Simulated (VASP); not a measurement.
# Sb (I4/mmm) in VASP: a series of runs

Runs on Sb. Level: PBE+D3(BJ). Tasks: single point.

Program: VASP 6.6.1. These are calculated values, not measurements. Logs are shortened: lines on timing, memory, paths and dates and some standing lists are left out, and cuts for length are marked.

### Step 1. The cell of the first run

It takes space group I4/mmm (No. 139, tetragonal). Conventional cell: a = 3.743 Å, b = 3.743 Å, c = 3.181 Å, α = 90.00°, β = 90.00°, γ = 90.00°. Sb (site symmetry 4/mmm) has 14 Sb at 3.09 to 3.74 Å within 4.1 Å.

### Step 2. Single point, PBE+D3(BJ) (strain -0.1500 x Voigt [0, 1, 0, 0, 0, 0])

File INCAR:

```
  PREC = Accurate
  ENCUT = 520
  EDIFF = 1E-6
  ISMEAR = 0
  SIGMA = 0.15
  LREAL = F
  LASPH = T
  NELM = 60
  ALGO = Normal
  ISIF = 2
  LWAVE = F
  LCHARG = T
  GGA = PE
  IVDW = 12
  LELF = T
  LVHAR = T
  NBANDS = 8
```

File KPOINTS:

```
Automatic mesh
0
Gamma
  18 18 18
```

File POSCAR:

```
Sb
1.0
   -1.8713408863      1.5906397534      1.8713408863
    1.8713408863     -1.5906397534      1.8713408863
    1.8713408863      1.5906397534     -1.8713408863
Sb
1
Direct
    0.0000000000      0.0000000000      0.0000000000
```

Potentials or basis: VASP PAW PBE potentials, release 64 (Sb).

Run with:

```bash
$ cat potpaw_PBE.64/Sb/POTCAR > POTCAR
$ mpirun -np 1 vasp_std > vasp.out
```

OUTCAR:

```text
PREC = Accurate
   ENCUT = 520
   EDIFF = 1E-6
   ISMEAR = 0
   LREAL = F
   LASPH = T
   NELM = 60
   ISIF = 2
   GGA = PE
   IVDW = 12
 IVDW          = 12

 ion  position               nearest neighbor table
   1  0.000  0.000  0.000-

  LATTYP: Found a body centered tetragonal cell.
 ALAT       =     3.7426817726
 C/A-ratio  =     0.8500000000

  Lattice vectors:

 A1 = (  -1.8713408863,  -1.5906397534,   1.8713408863)
 A2 = (   1.8713408863,  -1.5906397534,  -1.8713408863)
 A3 = (   1.8713408863,   1.5906397534,   1.8713408863)

Analysis of symmetry for initial positions (statically):
=====================================================================
 Subroutine PRICEL returns:
 Original cell was already a primitive cell.

 Routine SETGRP: Setting up the symmetry group for a
 body centered tetragonal supercell.

 Subroutine GETGRP returns: Found 16 space group operations
 (whereof 16 operations were pure point group operations)
 out of a pool of 16 trial point group operations.

The static configuration has the point symmetry D_4h.

Analysis of symmetry for dynamics (positions and initial velocities):
=====================================================================
 Subroutine PRICEL returns:
 Original cell was already a primitive cell.

 Routine SETGRP: Setting up the symmetry group for a
 body centered tetragonal supercell.

 Subroutine GETGRP returns: Found 16 space group operations
 (whereof 16 operations were pure point group operations)
 out of a pool of 16 trial point group operations.

The dynamic configuration has the point symmetry D_4h.

 Subroutine INISYM returns: Found 16 space group operations
 (whereof 16 operations are pure point group operations),
 and found     1 'primitive' translations

----------------------------------------------------------------------------------------

                                     Primitive cell

  volume of cell :      22.2812

  direct lattice vectors                    reciprocal lattice vectors
    -1.871340886  1.590639753  1.871340886     0.000000000  0.314338931  0.267188092
     1.871340886 -1.590639753  1.871340886     0.267188092  0.000000000  0.267188092
     1.871340886  1.590639753 -1.871340886     0.267188092  0.314338931  0.000000000

  length of vectors
     3.087712462  3.087712462  3.087712462     0.412551136  0.377861023  0.412551136

[... 79 lines left out ...]
   LREAL  =      F    real-space projection
   EDIFFG = 0.1E-04   stopping-criterion for IOM
   NSW    =      0    number of steps for IOM
   IBRION =     -1    ionic relax: 0-MD 1-quasi-New 2-CG
   NFREE  =      0    steps in history (QN), initial steepest desc. (CG)
   ISIF   =      2    stress and relaxation
   ISYM   =      2    0-nonsym 1-usesym 2-fastsym
   POTIM  = 0.5000    time-step for ionic-motion
   TEBEG  =    0.0;   TEEND  =   0.0 temperature during run
   PSTRESS=    0.0 pullay stress
   NELECT =       5.0000    total number of electrons
   NUPDOWN=      -1.0000    fix difference up-down
   EMIN   =  10.00;   EMAX   =-10.00  energy-range for DOS
   EFERMI =   0.00;   METHOD = LEGACY
   ISMEAR =     0;   SIGMA  =   0.15  broadening in eV -4-tet -1-fermi 0-gaus
   EFERMI_NEDOS =   21; number of points for ismear=-14 and -15
   IALGO  =     38    algorithm
   IMIX   =      4    mixing-type and parameters
     AMIX     =   0.40;   BMIX     =  1.00
     AMIX_MAG =   1.60;   BMIX_MAG =  1.00
  volume/ion in A,a.u.               =      22.28       150.36
  Fermi-wavevector in a.u.,A,eV,Ry     =   0.994838  1.879971 13.465717  0.989702
  Thomas-Fermi vector in A             =   2.126817
   LORBIT       =      0    0 simple, 1 ext, 2 COOP (PROOUT), +10 PAW based schemes
   GGA     = PE    functional components
   LHFCALC =     F    Hartree Fock is set to
   AEXX    =    0.0000 exact exchange contribution
   IVDW    =    12    specifies the selected vdW correction
   LEPSILON=     F    determine dielectric tensor
   LRPA    =     F    only Hartree local field effects (RPA)
 non-spin polarized calculation
 Gauss-broadening in eV      SIGMA  =   0.15
  energy-cutoff  :      520.00
  volume of cell :       22.28
 maximum number of plane-waves:       614
   NGX = 11   NGY = 11   NGZ = 11

 number of electron       4.9999999 magnetization

 Free energy of the ion-electron system (eV)
  ---------------------------------------------------
  ext. energy  EPLUGINS =         0.00000000
  ---------------------------------------------------
  free energy    TOTEN  =        -3.61556248 eV

  energy without entropy =       -3.61004690  energy(sigma->0) =       -3.61280469

 E-fermi :  11.2384     XC(G=0): -11.0729

 val. band max:       11.2359936960   @ k =   0.2778  -0.2222   0.0556
 cond. band min:      11.2399300509   @ k =  -0.2778   0.4444   0.1667
 fundamental gap:      0.0039363549
 Fermi energy:        11.2383501775

 k-point     1 :       0.0000    0.0000    0.0000
  band No.  band energies     occupation
      1      -3.3687      2.00000
      2      17.3250      0.00000
      3      17.3250      0.00000
      4      19.4789      0.00000
      5      20.6170      0.00000
      6      22.3836      0.00000
      7      23.1932      0.00000
      8      23.1932      0.00000
[... 243 lines left out ...]
 k-point    24 :      -0.2778    0.0556   -0.0000
  band No.  band energies     occupation
      1      -1.5790      2.00000
      2      11.5379      0.00474
      3      14.3335      0.00000
      4      15.4761      0.00000
      5      18.9216      0.00000
      6      19.2617      0.00000
      7      22.6472      0.00000
      8      24.6579      0.00000

 [... further k-points ...]

------------------------ aborting loop because EDIFF is reached ----------------------------------------

 Edisp (eV)   -0.63488

 E8    (eV) :    -0.2925

  FORCE on cell =-STRESS in cart. coord.  units (eV):
  Direction    XX          YY          ZZ          XY          YZ          ZX
  --------------------------------------------------------------------------------------
  -------------------------------------------------------------------------------------
  Total       1.91884     2.72881     1.91884    -0.00000     0.00000     0.00000
  in kB     137.97882   196.22162   137.97882    -0.00000     0.00000     0.00000
  external pressure =      157.39 kB  Pullay stress =        0.00 kB

 VOLUME and BASIS-vectors are now :
 -----------------------------------------------------------------------------
  energy-cutoff  :      520.00
  volume of cell :       22.28
      direct lattice vectors                 reciprocal lattice vectors
    -1.871340886  1.590639753  1.871340886     0.000000000  0.314338931  0.267188092
     1.871340886 -1.590639753  1.871340886     0.267188092  0.000000000  0.267188092
     1.871340886  1.590639753 -1.871340886     0.267188092  0.314338931  0.000000000

 POSITION                                       TOTAL-FORCE (eV/Angst)
 -----------------------------------------------------------------------------------
      0.00000      0.00000      0.00000        -0.000000      0.000000     -0.000000
 -----------------------------------------------------------------------------------
    total drift:                                0.000000     -0.000000     -0.000000

  FREE ENERGIE OF THE ION-ELECTRON SYSTEM (eV)
  ---------------------------------------------------
  free  energy   TOTEN  =        -4.2504449408 eV

  energy  without entropy=       -4.2449293597  energy(sigma->0) =       -4.24768715
```

stdout:

```text
POSCAR found type information on POSCAR Sb
 POSCAR found :  1 types and       1 ions
 scaLAPACK will be used
 LDA part: xc-table for (Slater+PW92), standard interpolation
 POSCAR, INCAR and KPOINTS ok, starting setup
 FFT: planning ... GRIDC
 FFT: planning ... GRID_SOFT
 FFT: planning ... GRID
 WAVECAR not read
 entering main loop
```

Run time: 53 s. Hardware: 1 thread of AMD EPYC 7R43 (Zen 3), shared host; peak memory 0.18 GiB.

Results:

| Property | Result |
| --- | --- |
| Free energy | -4.2504 eV |
| Pressure | 15.7 GPa |
| Dispersion energy per atom | -0.635 eV |

Caveat: the cell differs from its parent crystal (strain -0.1500 x Voigt [0, 1, 0, 0, 0, 0]); spin-orbit coupling is left out, which moves the levels of the heavy elements; pairwise dispersion overbinds metals, which lowers pressure and volume.

### Step 3. Single point, PBE+D3(BJ) (strain -0.0750 x Voigt [0, 1, 0, 0, 0, 0])

File INCAR:

```
SYSTEM = Sb
  PREC = Accurate
  ENCUT = 520
  EDIFF = 1E-7
  ISMEAR = 0
  SIGMA = 0.15
  LREAL = .False.
  LASPH = .True.
  NELM = 80
  ALGO = Normal
  ISIF = 2
  LWAVE = .False.
  LCHARG = .False.
  GGA = PE
  IVDW = 12
  NBANDS = 8
```

File KPOINTS:

```
regular mesh
0
Gamma
  18 18 18
  0 0 0
```

File POSCAR:

```
Sb
1.0
   -1.8713408863      1.7309903198      1.8713408863
    1.8713408863     -1.7309903198      1.8713408863
    1.8713408863      1.7309903198     -1.8713408863
Sb
1
Direct
    0.0000000000      0.0000000000      0.0000000000
```

Potentials or basis: VASP PAW PBE potentials, release 64 (Sb).

Run with:

```bash
$ cat potpaw_PBE.64/Sb/POTCAR > POTCAR
$ mpirun -np 1 vasp_std > vasp.out
```

OUTCAR:

```text
SYSTEM = Sb
   PREC = Accurate
   ENCUT = 520
   EDIFF = 1E-7
   ISMEAR = 0
   LREAL = .False.
   LASPH = .True.
   NELM = 80
   ISIF = 2
   GGA = PE
   IVDW = 12
 IVDW          = 12

 ion  position               nearest neighbor table
   1  0.000  0.000  0.000-

  LATTYP: Found a body centered tetragonal cell.
 ALAT       =     3.7426817726
 C/A-ratio  =     0.9250000000

  Lattice vectors:

 A1 = (  -1.8713408863,  -1.7309903198,   1.8713408863)
 A2 = (   1.8713408863,  -1.7309903198,  -1.8713408863)
 A3 = (   1.8713408863,   1.7309903198,   1.8713408863)

Analysis of symmetry for initial positions (statically):
=====================================================================
 Subroutine PRICEL returns:
 Original cell was already a primitive cell.

 Routine SETGRP: Setting up the symmetry group for a
 body centered tetragonal supercell.

 Subroutine GETGRP returns: Found 16 space group operations
 (whereof 16 operations were pure point group operations)
 out of a pool of 16 trial point group operations.

The static configuration has the point symmetry D_4h.

Analysis of symmetry for dynamics (positions and initial velocities):
[... 161 lines left out ...]
 fundamental gap:      0.0271367753
 Fermi energy:         9.9052063334

 k-point     1 :       0.0000    0.0000    0.0000
  band No.  band energies     occupation
      1      -3.8304      2.00000
      2      15.9925      0.00000
      3      15.9925      0.00000
      4      16.6341      0.00000
      5      19.9804      0.00000
      6      21.3597      0.00000
      7      21.3597      0.00000
      8      21.5777      0.00000
[... 243 lines left out ...]
 k-point    24 :      -0.2778    0.0556    0.0000
  band No.  band energies     occupation
      1      -2.2698      2.00000
      2       9.8159      1.60046
      3      12.9642      0.00000
      4      14.2734      0.00000
      5      17.7807      0.00000
      6      18.0153      0.00000
      7      21.0529      0.00000
      8      23.7887      0.00000

 [... further k-points ...]

------------------------ aborting loop because EDIFF is reached ----------------------------------------

 Edisp (eV)   -0.58253

 E8    (eV) :    -0.2684

  FORCE on cell =-STRESS in cart. coord.  units (eV):
  Direction    XX          YY          ZZ          XY          YZ          ZX
  --------------------------------------------------------------------------------------
  -------------------------------------------------------------------------------------
  Total       0.65303     1.14312     0.65303     0.00000     0.00000     0.00000
  in kB      43.15046    75.53419    43.15046     0.00000     0.00000     0.00000
  external pressure =       53.95 kB  Pullay stress =        0.00 kB

 VOLUME and BASIS-vectors are now :
 -----------------------------------------------------------------------------
  energy-cutoff  :      520.00
  volume of cell :       24.25
      direct lattice vectors                 reciprocal lattice vectors
    -1.871340886  1.730990320  1.871340886     0.000000000  0.288851991  0.267188092
     1.871340886 -1.730990320  1.871340886     0.267188092  0.000000000  0.267188092
     1.871340886  1.730990320 -1.871340886     0.267188092  0.288851991  0.000000000

 POSITION                                       TOTAL-FORCE (eV/Angst)
 -----------------------------------------------------------------------------------
      0.00000      0.00000      0.00000         0.000000      0.000000     -0.000000
 -----------------------------------------------------------------------------------
    total drift:                                0.000000     -0.000000     -0.000000

  FREE ENERGIE OF THE ION-ELECTRON SYSTEM (eV)
  ---------------------------------------------------
  free  energy   TOTEN  =        -4.4065404791 eV

  energy  without entropy=       -4.3997003023  energy(sigma->0) =       -4.40312039
```

OSZICAR:

```text
N       E                     dE             d eps       ncg     rms          rms(c)
DAV:   1     0.536266518950E+01    0.53627E+01   -0.17274E+03  7808   0.416E+02
DAV:   2    -0.373490375024E+01   -0.90976E+01   -0.87389E+01 10904   0.536E+01
DAV:   3    -0.382703104062E+01   -0.92127E-01   -0.91715E-01  9304   0.607E+00
DAV:   4    -0.382728023672E+01   -0.24920E-03   -0.24919E-03 11544   0.381E-01
DAV:   5    -0.382728071639E+01   -0.47966E-06   -0.47862E-06  9704   0.110E-02    0.212E+00
DAV:   6    -0.382519543478E+01    0.20853E-02   -0.10453E-03  9800   0.183E-01    0.124E+00
DAV:   7    -0.382399604927E+01    0.11994E-02   -0.24171E-03  9176   0.273E-01    0.537E-02
DAV:   8    -0.382400741743E+01   -0.11368E-04   -0.41346E-05 10416   0.496E-02    0.573E-03
DAV:   9    -0.382400782020E+01   -0.40276E-06   -0.48867E-07 10984   0.537E-03    0.137E-03
DAV:  10    -0.382400773518E+01    0.85018E-07   -0.19132E-08  9216   0.882E-04
   1 F= -.44065405E+01 E0= -.44031204E+01  d E =-.684018E-02
```

stdout:

```text
POSCAR found type information on POSCAR Sb
 POSCAR found :  1 types and       1 ions
 scaLAPACK will be used
 LDA part: xc-table for (Slater+PW92), standard interpolation
 POSCAR, INCAR and KPOINTS ok, starting setup
 FFT: planning ... GRIDC
 FFT: planning ... GRID_SOFT
 FFT: planning ... GRID
 WAVECAR not read
 entering main loop
```

It took 50 s on 1 thread of AMD EPYC 7R43 (Zen 3), shared host; peak memory 0.18 GiB.

What came out:

```yaml
Free_energy: -4.4065 eV
Pressure: 5.4 GPa
Dispersion_energy_per_atom: -0.583 eV
```

Caveat: the cell differs from its parent crystal (strain -0.0750 x Voigt [0, 1, 0, 0, 0, 0]); spin-orbit coupling is left out, which moves the levels of the heavy elements; pairwise dispersion overbinds metals, which lowers pressure and volume.

(Continued in part 2 of 2.)
